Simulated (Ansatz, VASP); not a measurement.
## ZrC in VASP and in Ansatz

POSCAR

```
ZrC
1.0
    0.0000000000      2.3198639343      2.3198639343
    2.3198639343      0.0000000000      2.3198639343
    2.3198639343      2.3198639343      0.0000000000
Zr C
1 1
Direct
    0.5000000000      0.5000000000      0.5000000000
    0.0000000000      0.0000000000      0.0000000000
```

INCAR.step1

```
PREC = Accurate ; ENCUT = 660
ISMEAR = 0 ; SIGMA = 0.05
LREAL = F ; LASPH = T
NELM = 120 ; NBANDS = 15
GGA = PE ; ALGO = Normal
EDIFF = 1E-5 ; LWAVE = T
LCHARG = F ; GGA_COMPAT = F
```

Contents of INCAR.step2:

```
PREC = Accurate ; ENCUT = 660
EDIFF = 1E-6 ; ISMEAR = 0
SIGMA = 0.05 ; LREAL = F
LASPH = T ; NELM = 120
ALGO = Normal ; ISIF = 2
LWAVE = F ; LCHARG = T
METAGGA = R2SCAN ; LMIXTAU = T
IVDW = 13 ; VDW_S6 = 1.0
VDW_S8 = 0.6018749 ; VDW_A1 = 0.51559235
VDW_A2 = 5.77342911 ; LELF = T
LVHAR = T ; NBANDS = 15
ISTART = 1 ; GGA_COMPAT = F
```

The input KPOINTS:

```
regular mesh
0
Gamma
  8 8 8
```

Input for Ansatz:

```yaml
crystal:
  lattice:
    - [0.0, 2.3198639343, 2.3198639343]
    - [2.3198639343, 0.0, 2.3198639343]
    - [2.3198639343, 2.3198639343, 0.0]
  atoms:
    - { symbol: Zr, position: [0.5, 0.5, 0.5] }
    - { symbol: C, position: [0.0, 0.0, 0.0] }
basis:
  ecutwfc: 500
  ecutrho_ratio: 4
kpoints:
  mp_grid: { grid: [8, 8, 8] }
hamiltonian:
  xc: r2scan
  dispersion: d4
scf:
  occupations: { method: gaussian, width: 0.05 }
output:
  forces: true
  stress: true
  eigenvalues: true
```

Alike in both runs: task single point; functional r2SCAN; dispersion D4; k mesh 8 × 8 × 8; occupations gaussian, width 0.05 eV; no spin polarisation.

|  | VASP | Ansatz |
| --- | --- | --- |
| version | VASP 6.6.1 | Ansatz 0.2.0 |
| potentials or method | VASP PAW PBE potentials, release 64 (Zr_sv, C), cutoff 660 eV | scalar-relativistic, plane waves, PAW |
| valence electrons in the cell | 16 | 16 |

|  | VASP | Ansatz | Ansatz less VASP |
| --- | --- | --- | --- |
| gap on the k mesh at the Fermi level (eV) | none | none | - |
| pressure (GPa) | 10.4 | 10.3 | -0.13 |

VASP's potentials were made for PBE, not for r2SCAN. A gap of «none» marks a metal or a gap that the smearing closes.
